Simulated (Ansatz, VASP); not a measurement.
BiBrO: VASP beside Ansatz

```
CELL_PARAMETERS angstrom
3.75320 0.00000 0.00000
0.00000 3.75320 0.00000
0.00000 0.00000 8.14960
ATOMIC_POSITIONS crystal
Bi 0.00000 0.50000 0.15756
Bi 0.50000 0.00000 0.84244
Br 0.00000 0.50000 0.65172
Br 0.50000 0.00000 0.34828
O 0.00000 0.00000 0.00000
O 0.50000 0.50000 0.00000
```

Alike in both runs: task single point; functional LDA; k mesh 8 × 8 × 4; occupations gaussian, width 0.05 eV; no spin polarisation.

|  | VASP | Ansatz |
| --- | --- | --- |
| version | VASP 6.6.1 | Ansatz 0.2.0 |
| potentials or method | VASP PAW LDA potentials, release 64 (Bi_d, Br, O), cutoff 520 eV | scalar-relativistic, plane waves, PAW |
| valence electrons in the cell | 56 | 56 |

VASP gave:

* gap on the k mesh at the Fermi level (eV): 2.26
* least direct gap on the mesh (eV): 2.63
* pressure (GPa): 5.2
* traceless stress, the component that is largest in VASP (GPa): -3.53
* rms of the force components (eV/Å): 0.044

Task: Estimate Ansatz's values.

Result: gap on the k mesh at the Fermi level (eV): 2.28; least direct gap on the mesh (eV): 2.64; pressure (GPa): 4.9; traceless stress, the component that is largest in VASP (GPa): -3.50; rms of the force components (eV/Å): 0.030.

LDA's correlation is that of Perdew and Zunger in VASP and of Perdew and Wang (1992) in Ansatz. Atom by atom the forces differ by 0.031 eV/Å (rms over components).

Spin-orbit coupling is off throughout.
